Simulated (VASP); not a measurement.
A run of VASP 6.6.1:

The input POSCAR:

```
Mg2ZnTe3
1.0
   -2.1189069934      2.1189069934      9.0169800440
    2.1189069934     -2.1189069934      9.0169800440
    2.1189069934      2.1189069934     -9.0169800440
Mg Te Zn
2 3 1
Direct
    0.8338929322      0.8338929322      0.0000000000
    0.1661070678      0.1661070678      0.0000000000
    0.6637362831      0.6637362831      0.0000000000
    0.0000000000      0.0000000000      0.0000000000
    0.3362637169      0.3362637169      0.0000000000
    0.5000000000      0.5000000000      0.0000000000
```

The input INCAR.step1:

```
  PREC = Accurate
  ENCUT = 520
  ISMEAR = -1
  SIGMA = 0.02
  LREAL = F
  LASPH = T
  NELM = 80
  NBANDS = 26
  GGA = PE
  ALGO = Normal
  EDIFF = 1E-4
  LWAVE = T
  LCHARG = F
```

Contents of INCAR.step2:

```
  PREC = Accurate
  ENCUT = 520
  EDIFF = 1E-7
  ISMEAR = -1
  SIGMA = 0.02
  LREAL = F
  LASPH = T
  NELM = 80
  ALGO = Normal
  ISIF = 2
  LWAVE = F
  LCHARG = F
  METAGGA = R2SCAN
  LMIXTAU = T
  NBANDS = 26
  ISTART = 1
```

Contents of KPOINTS:

```
regular mesh
0
Gamma
  8 8 8
```

Potentials or basis: VASP PAW PBE potentials, release 64 (Mg, Te, Zn).

The run is started by

```console
$ cat potpaw_PBE.64/Mg/POTCAR potpaw_PBE.64/Te/POTCAR potpaw_PBE.64/Zn/POTCAR > POTCAR
$ cp INCAR.step1 INCAR
$ mpirun -np 1 vasp_std > vasp.out
$ cp INCAR.step2 INCAR
$ mpirun -np 1 vasp_std > vasp.out
```

Hardware: 1 thread of Intel(R) Xeon(R) Platinum 8259CL CPU @ 2.50GHz (Skylake/Cascade Lake) (shared host).

**Question.** How long does it take, and how much memory?

**Answer.** Wall time 56 min on 1 thread of Intel(R) Xeon(R) Platinum 8259CL CPU @ 2.50GHz (Skylake/Cascade Lake), with other jobs on the host, peak memory 1 GiB. Counts: k points 59.
